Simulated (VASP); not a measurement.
A run of VASP 6.6.1 is set up as follows.

File INCAR:

```
PREC = Accurate
ENCUT = 520
EDIFF = 1E-6
ISMEAR = 0
SIGMA = 0.15
LREAL = False
LASPH = True
NELM = 80
ALGO = Normal
ISIF = 2
LWAVE = False
LCHARG = False
GGA = PS
NBANDS = 15
```

File KPOINTS:

```
regular mesh
0
Gamma
  21 21 18
```

POSCAR

```
TaN
1.0
    2.7960820909      0.0000000000      0.0000000000
   -1.3980410454      2.4214781218      0.0000000000
    0.0000000000      0.0000000000      2.6372646281
Ta N
1 1
Direct
    0.3333333333      0.6666666667      0.5000000000
    0.0000000000      0.0000000000      0.0000000000
```

Potentials or basis: VASP PAW PBE potentials, release 64 (Ta_pv, N).

Launch:

```bash
$ cat potpaw_PBE.64/Ta_pv/POTCAR potpaw_PBE.64/N/POTCAR > POTCAR
$ mpirun -np 1 vasp_std > vasp.out
```

Question: Estimate the pressure.

Answer: 96.4 GPa.

Question: What does it give for the band gap on the k mesh?

Answer: Zero (band 8 reaches 10.72 eV, above the bottom of band 9 at 10.03 eV).

Stress tensor (GPa, compression positive):
```
 80.25   0.00   0.00
  0.00  80.25   0.00
  0.00   0.00 128.81
```

Caveat: the PAW data sets were made with another functional, which shifts forces and pressure a little; spin-orbit coupling is left out, which moves the levels of the heavy elements.
